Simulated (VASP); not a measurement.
Input of a VASP 6.6.1 run:

INCAR

```
SYSTEM = C
ALGO = Normal
DIPOL = 0.5 0.5 0.500
EDIFF = 1E-6
ENCUT = 520
GGA = PE
IDIPOL = 3
ISIF = 2
ISMEAR = 0
IVDW = 12
LASPH = .TRUE.
LCHARG = .FALSE.
LDIPOL = .TRUE.
LREAL = .FALSE.
LWAVE = .FALSE.
NBANDS = 11
NELM = 60
PREC = Accurate
SIGMA = 0.05
```

KPOINTS

```
k-points
0
G
  48 48 1
  0 0 0
```

POSCAR

```
C
1.0
    2.4657082196      0.0000000000      0.0000000000
   -1.2328541098      2.1353659565      0.0000000000
    0.0000000000      0.0000000000     20.0000000000
C
2
Direct
    0.6666666667      0.3333333333      0.5000000000
    0.3333333333      0.6666666667      0.5000000000
```

Potentials or basis: VASP PAW PBE potentials, release 64 (C).

The run is started by

```console
$ cat potpaw_PBE.64/C/POTCAR > POTCAR
$ mpirun -np 1 vasp_std > vasp.out
```

Question: What does it give for the band gap on the k mesh?

Answer: Zero (filled and empty bands touch).

Question: Estimate the dispersion energy per atom.

Answer: -0.089 eV.
